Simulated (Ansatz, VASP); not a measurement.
**One calculation of AgBr, two programs**

```xyz
2
Lattice="0.0000 2.8702 2.8702 2.8702 0.0000 2.8702 2.8702 2.8702 0.0000" Properties=species:S:1:pos:R:3 pbc="T T T"
Ag    0.0000    0.0000    0.0000
Br    2.8702    2.8702    2.8702
```

Alike in both runs: task relaxation of cell and atoms; functional r2SCAN; k mesh 8 × 8 × 8; occupations gaussian, width 0.02 eV; no spin polarisation.

|  | VASP | Ansatz |
| --- | --- | --- |
| version | VASP 6.6.1 | Ansatz 0.2.0 |
| potentials or method | VASP PAW PBE potentials, release 64 (Ag, Br), cutoff 550 eV | scalar-relativistic, plane waves, PAW |
| valence electrons in the cell | 18 | 26 |

```csv
,VASP,Ansatz,Ansatz less VASP
"gap on the k mesh at the Fermi level, each at its own relaxed structure (eV)",1.25,1.29,+0.047
relaxed volume (Å³/atom),24.19,24.20,+0.013
relaxed cell length with the largest relative difference (Å),4.090,4.091,+0.0007
```

VASP's potentials were made for PBE, not for r2SCAN. VASP's potentials hold 18 valence electrons a cell and Ansatz's 26, so a difference there can come from the potentials and not from the codes.
